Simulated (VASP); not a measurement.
# InSe (C2/m) in VASP: electric field gradients with PBEsol

Aim: the electric field gradients of InSe with PBEsol.

Program: VASP 6.6.1. These are calculated values, not measurements. Logs are shortened: lines on timing, memory, paths and dates and some standing lists are left out, and cuts for length are marked.

## Step 1: The cell of the first run

The structure is monoclinic, space group C2/m (No. 12). Conventional cell: a = 11.966 Å, b = 4.191 Å, c = 4.700 Å, α = 90.00°, β = 110.30°, γ = 90.00°. Within 3.6 Å of In (site symmetry m) lie 5 Se at 2.63 to 3.58 Å and 1 In at 2.79 Å. Within 3.6 Å of Se (site symmetry m) lie 5 In at 2.63 to 3.58 Å and 3 Se at 3.58 to 3.59 Å.

## Step 2: Electric field gradients, PBEsol (27.63 Å³/atom)

INCAR reads:

```
ALGO = Normal
EDIFF = 1E-8
ENCUT = 520
GGA = PS
ISIF = 2
ISMEAR = -1
LASPH = T
LCHARG = F
LEFG = T
LREAL = F
LWAVE = F
NBANDS = 27
NELM = 80
PREC = Accurate
SIGMA = 0.02
```

KPOINTS reads:

```
k-points
0
Gamma
  7 7 6
```

POSCAR reads:

```
InSe
1.0
    5.9829888098     -2.0953043501      0.0000000000
    5.9829888098      2.0953043501      0.0000000000
   -1.6307847522      0.0000000000      4.4084555117
In Se
2 2
Direct
    0.8840000000      0.8840000000      0.0050000000
    0.1160000000      0.1160000000      0.9950000000
    0.6600000000      0.6600000000      0.6420000000
    0.3400000000      0.3400000000      0.3580000000
```

Potentials or basis: VASP PAW PBE potentials, release 64 (In_d, Se).

Launch:

```
$ cat potpaw_PBE.64/In_d/POTCAR potpaw_PBE.64/Se/POTCAR > POTCAR
$ mpirun -np 1 vasp_std > vasp.out
```

OUTCAR:

```text
EDIFF = 1E-8
   ENCUT = 520
   GGA = PS
   ISIF = 2
   ISMEAR = -1
   LASPH = T
   LREAL = F
   NELM = 80
   PREC = Accurate

 ion  position               nearest neighbor table
   1  0.884  0.884  0.005-   3 2.63   2 2.79   4 2.83   4 2.83   2 3.82   2 3.82
   2  0.116  0.116  0.995-   4 2.63   1 2.79   3 2.83   3 2.83   1 3.82   1 3.82
   3  0.660  0.660  0.642-   1 2.63   2 2.83   2 2.83
   4  0.340  0.340  0.358-   2 2.63   1 2.83   1 2.83

  LATTYP: Found a base centered monoclinic cell.
 ALAT       =    11.9659776196
 B/A-ratio  =     0.3502103074
 C/A-ratio  =     0.3928152938
 COS(beta)  =    -0.3469445484

  Lattice vectors:

 A1 = (   5.9829888098,  -2.0953043501,   0.0000000000)
 A2 = (   5.9829888098,   2.0953043501,   0.0000000000)
 A3 = (  -1.6307847522,   0.0000000000,   4.4084555117)

Analysis of symmetry for initial positions (statically):
=====================================================================
 Subroutine PRICEL returns:
 Original cell was already a primitive cell.

 Routine SETGRP: Setting up the symmetry group for a
 base centered monoclinic supercell.

 Subroutine GETGRP returns: Found  4 space group operations
 (whereof  4 operations were pure point group operations)
 out of a pool of  4 trial point group operations.

The static configuration has the point symmetry C_2h.

Analysis of symmetry for dynamics (positions and initial velocities):
=====================================================================
 Subroutine PRICEL returns:
 Original cell was already a primitive cell.

 Routine SETGRP: Setting up the symmetry group for a
 base centered monoclinic supercell.

 Subroutine GETGRP returns: Found  4 space group operations
 (whereof  4 operations were pure point group operations)
 out of a pool of  4 trial point group operations.

The dynamic configuration has the point symmetry C_2h.

 Subroutine INISYM returns: Found  4 space group operations
 (whereof  4 operations are pure point group operations),
 and found     1 'primitive' translations

----------------------------------------------------------------------------------------

                                     Primitive cell

  volume of cell :     110.5304

  direct lattice vectors                    reciprocal lattice vectors
     5.982988810 -2.095304350  0.000000000     0.083570272 -0.238628818  0.030914483
     5.982988810  2.095304350  0.000000000     0.083570272  0.238628818  0.030914483
    -1.630784752  0.000000000  4.408455512     0.000000000  0.000000000  0.226836813

  length of vectors
     6.339278777  6.339278777  4.700419014     0.254722218  0.254722218  0.226836813

  position of ions in fractional coordinates (direct lattice)
     0.884000000  0.884000000  0.005000000
     0.116000000  0.116000000  0.995000000
     0.660000000  0.660000000  0.642000000
     0.340000000  0.340000000  0.358000000

  ion indices of the primitive-cell ions
   primitive index   ion index
                 1           1
                 2           2
                 3           3
                 4           4

----------------------------------------------------------------------------------------

 KPOINTS: k-points

Automatic generation of k-mesh.
 Grid dimensions read from file:
 generate k-points for:    7    7    6

 Generating k-lattice:

  Cartesian coordinates                     Fractional coordinates (reciprocal lattice)
     0.011938610 -0.034089831  0.004416355     0.142857143  0.000000000  0.000000000
     0.011938610  0.034089831  0.004416355     0.000000000  0.142857143  0.000000000
     0.000000000  0.000000000  0.037806136     0.000000000  0.000000000  0.166666667

  Length of vectors
     0.036388888  0.036388888  0.037806136

  Shift w.r.t. Gamma in fractional coordinates (k-lattice)
     0.000000000  0.000000000  0.000000000

 Subroutine IBZKPT returns following result:
 ===========================================

 Found     88 irreducible k-points:

 Following reciprocal coordinates:
            Coordinates               Weight
  0.000000  0.000000  0.000000      1.000000
  0.142857  0.000000 -0.000000      4.000000
  0.285714 -0.000000 -0.000000      4.000000
  0.428571 -0.000000 -0.000000      4.000000
  0.142857  0.142857 -0.000000      2.000000
  0.285714  0.142857 -0.000000      4.000000
[... 16 lines left out ...]
 -0.142857  0.000000  0.166667      4.000000
  0.142857  0.142857  0.166667      2.000000
 [... further k-points ...]
   k-points           NKPTS =     88   k-points in BZ     NKDIM =     88   number of bands    NBANDS=     27
   number of dos      NEDOS =    301   number of ions     NIONS =      4
   total plane-waves  NPLWV =  82944
   dimension x,y,z NGX =    48 NGY =   48 NGZ =   36
   dimension x,y,z NGXF=    96 NGYF=   96 NGZF=   72
   ions per type =               2   2
   NGX,Y,Z   is equivalent  to a cutoff of  12.59, 12.59, 12.73 a.u.
   NGXF,Y,Z  is equivalent  to a cutoff of  25.18, 25.18, 25.47 a.u.
 SYSTEM =  unknown system
   PREC   = accura    normal or accurate (medium, high low for compatibility)
   ISTART =      0    job   : 0-new  1-cont  2-samecut
   ICHARG =      2    charge: 1-file 2-atom 10-const
   ISPIN  =      1    spin polarized calculation?
   LNONCOLLINEAR =      F non collinear calculations
   LSORBIT =      F    spin-orbit coupling
   LASPH  =      T    aspherical Exc in radial PAW
   ENCUT  =  520.0 eV  38.22 Ry    6.18 a.u.  11.79 11.79  8.74*2*pi/ulx,y,z
   NELM   =     80;   NELMIN=  2; NELMDL= -5     # of ELM steps
   EDIFF  = 0.1E-07   stopping-criterion for ELM
   LREAL  =      F    real-space projection
   EDIFFG = 0.1E-06   stopping-criterion for IOM
   NSW    =      0    number of steps for IOM
   IBRION =     -1    ionic relax: 0-MD 1-quasi-New 2-CG
   NFREE  =      0    steps in history (QN), initial steepest desc. (CG)
   ISIF   =      2    stress and relaxation
   ISYM   =      2    0-nonsym 1-usesym 2-fastsym
   POTIM  = 0.5000    time-step for ionic-motion
   TEBEG  =    0.0;   TEEND  =   0.0 temperature during run
   PSTRESS=    0.0 pullay stress
   NELECT =      38.0000    total number of electrons
   NUPDOWN=      -1.0000    fix difference up-down
   EMIN   =  10.00;   EMAX   =-10.00  energy-range for DOS
   EFERMI =   0.00;   METHOD = LEGACY
   ISMEAR =    -1;   SIGMA  =   0.02  broadening in eV -4-tet -1-fermi 0-gaus
   EFERMI_NEDOS =   21; number of points for ismear=-14 and -15
   IALGO  =     38    algorithm
   IMIX   =      4    mixing-type and parameters
     AMIX     =   0.40;   BMIX     =  1.00
     AMIX_MAG =   1.60;   BMIX_MAG =  1.00
  volume/ion in A,a.u.               =      27.63       186.47
  Fermi-wavevector in a.u.,A,eV,Ry     =   1.146856  2.167243 17.895443  1.315278
  Thomas-Fermi vector in A             =   2.283538
   LORBIT       =      0    0 simple, 1 ext, 2 COOP (PROOUT), +10 PAW based schemes
   GGA     = PS    functional components
   LHFCALC =     F    Hartree Fock is set to
   AEXX    =    0.0000 exact exchange contribution
   IVDW    =     0    specifies the selected vdW correction
   LEPSILON=     F    determine dielectric tensor
   LRPA    =     F    only Hartree local field effects (RPA)
 non-spin polarized calculation
  energy-cutoff  :      520.00
  volume of cell :      110.53
 maximum number of plane-waves:      2994
   NGX = 23   NGY = 23   NGZ = 17

 number of electron      38.0000005 magnetization

 Free energy of the ion-electron system (eV)
  ---------------------------------------------------
  ext. energy  EPLUGINS =         0.00000000
  ---------------------------------------------------
  free energy    TOTEN  =       -15.39108259 eV

  energy without entropy =      -15.39108259  energy(sigma->0) =      -15.39108259

 E-fermi :   4.5265     XC(G=0):  -9.5015

 val. band max:        4.1477651015   @ k =  -0.2857  -0.2857   0.3333
 cond. band min:       4.9086122853   @ k =   0.4286   0.4286  -0.0000
 fundamental gap:      0.7608471837
 Fermi energy:         4.5264871770

 k-point     1 :       0.0000    0.0000    0.0000
  band No.  band energies     occupation
      1     -10.3157      2.00000
      2     -10.2968      2.00000
      3     -10.0405      2.00000
      4     -10.0261      2.00000
      5      -9.9927      2.00000
      6      -9.9904      2.00000
[... 19 lines left out ...]
     26      10.9681      0.00000
     27      12.5637      0.00000
[... 667 lines left out ...]
      5      -9.9953      2.00000
      6      -9.9893      2.00000
[... 19 lines left out ...]
     26      10.5466      0.00000
     27      11.6478      0.00000

 [... further k-points ...]
[... 5 lines left out ...]
  --------------------------------------------------------------------------------------
  -------------------------------------------------------------------------------------
  Total       -1.4069291     -2.6883202     -2.2452242      0.0000000      0.0000000      1.0530332
  in kB      -20.3939346    -38.9681519    -32.5453188      0.0000000      0.0000000     15.2640890
  external PRESSURE =     -30.6358018 kB  Pullay stress =       0.0000000 kB

 VOLUME and BASIS-vectors are now :
 -----------------------------------------------------------------------------
  energy-cutoff  :      520.00
  volume of cell :      110.53
      direct lattice vectors                 reciprocal lattice vectors
     5.982988810 -2.095304350  0.000000000     0.083570272 -0.238628818  0.030914483
     5.982988810  2.095304350  0.000000000     0.083570272  0.238628818  0.030914483
    -1.630784752  0.000000000  4.408455512     0.000000000  0.000000000  0.226836813

 POSITION                                       TOTAL-FORCE (eV/Angst)
 -----------------------------------------------------------------------------------
     10.56977      0.00000      0.02204        -0.391565      0.000000      0.465963
     -0.23458      0.00000      4.38641         0.391565      0.000000     -0.465963
      6.85058      0.00000      2.83023        -0.538158      0.000000      0.320863
      3.48461      0.00000      1.57823         0.538158      0.000000     -0.320863
 -----------------------------------------------------------------------------------
    total drift:                               -0.000000     -0.000000      0.000000

  FREE ENERGIE OF THE ION-ELECTRON SYSTEM (eV)
  ---------------------------------------------------
  free  energy   TOTEN  =       -15.3910825889 eV

  energy  without entropy=      -15.3910825888  energy(sigma->0) =      -15.39108259

 Electric field gradients (V/A^2)
---------------------------------------------------------------------
 ion       V_xx      V_yy      V_zz      V_xy      V_xz      V_yz
---------------------------------------------------------------------
   1    -164.307    90.969    73.338     0.000   -43.417    -0.000
   2    -164.307    90.969    73.338    -0.000   -43.417     0.000
   3      77.385   -27.986   -49.400     0.000    20.971     0.000
   4      77.385   -27.986   -49.400     0.000    20.971    -0.000
---------------------------------------------------------------------

 Electric field gradients after diagonalization (V/A^2)
 (convention: |V_zz| > |V_xx| > |V_yy|)
----------------------------------------------------------------------
 ion       V_xx      V_yy      V_zz     asymmetry (V_yy - V_xx)/ V_zz
----------------------------------------------------------------------
   1      90.969    81.022  -171.991       0.058
   2      90.969    81.022  -171.991       0.058
   3     -52.778   -27.986    80.764       0.307
   4     -52.778   -27.986    80.764       0.307
----------------------------------------------------------------------

           NMR quadrupolar parameters

 Cq : quadrupolar parameter    Cq=e*Q*V_zz/h
 eta: asymmetry parameters     (V_yy - V_xx)/ V_zz
 Q  : nuclear electric quadrupole moment in mb (millibarn)
----------------------------------------------------------------------
 ion       Cq(MHz)       eta       Q (mb)
----------------------------------------------------------------------
   1      -0.416       0.058       1.000
   2      -0.416       0.058       1.000
   3       0.195       0.307       1.000
   4       0.195       0.307       1.000
----------------------------------------------------------------------
```

It took 11 min on 1 thread of AMD EPYC 7R13 (Zen 3), shared host; peak memory 0.39 GiB.

Results:

```
Free energy                             : -15.3911 eV
Pressure                                : -3.1 GPa
Largest force                           : 0.627 eV/Å
Band gap on the k mesh                  : 0.76 eV (least direct gap 1.17 eV)
Largest electric field gradient by atom : In -172.0; Se +80.8 V/Å²
```

Forces on the atoms (eV/Å):
```
In  -0.392  0.000  0.466
In   0.392  0.000 -0.466
Se  -0.538  0.000  0.321
Se   0.538  0.000 -0.321
```

Stress tensor (GPa, compression positive):
```
-2.04  0.00  1.53
 0.00 -3.90  0.00
 1.53  0.00 -3.25
```

Electric field gradients, principal values (V/Å²):
| atom | least | middle | greatest (by size) |
| --- | --- | --- | --- |
| 1 In | 81.022 | 90.969 | -171.991 |
| 2 In | 81.022 | 90.969 | -171.991 |
| 3 Se | -27.986 | -52.778 | 80.764 |
| 4 Se | -27.986 | -52.778 | 80.764 |

Caveat: the cell stands under tension; without QUAD_EFG the Cq values of the log hold for a quadrupole moment of 1 mb, not for the nuclei; the PAW data sets were made with another functional, which shifts forces and pressure a little; spin-orbit coupling is left out, which moves the levels of the heavy elements. A k mesh can miss the band edges.
